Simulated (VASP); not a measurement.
Input of a VASP 6.6.1 run:

File INCAR:

```
SYSTEM = Ge
PREC = Accurate
ENCUT = 520
EDIFF = 1E-6
ISMEAR = -1
SIGMA = 0.05
LREAL = .FALSE.
LASPH = .TRUE.
NELM = 80
ALGO = Normal
ISIF = 2
LWAVE = .FALSE.
LCHARG = .FALSE.
GGA = PE
NBANDS = 13
```

File KPOINTS:

```
Automatic mesh
0
G
  12 12 12
  0 0 0
```

File POSCAR:

```
Ge
1.0
   -1.5855185498      1.5855185498      1.9424813906
    1.5855185498     -1.5855185498      1.9424813906
    1.5855185498      1.5855185498     -1.9424813906
Ge
1
Direct
    0.5000000000      0.5000000000      0.0000000000
```

Potentials or basis: VASP PAW PBE potentials, release 64 (Ge_d).

Command:

```bash
$ cat potpaw_PBE.64/Ge_d/POTCAR > POTCAR
$ mpirun -np 1 vasp_std > vasp.out
```

**Question.** Estimate the pressure.

**Answer.** -0.1 GPa.

**Question.** What does it give for the band gap on the k mesh?

**Answer.** Zero (band 7 reaches 14.97 eV, above the bottom of band 8 at 3.85 eV).
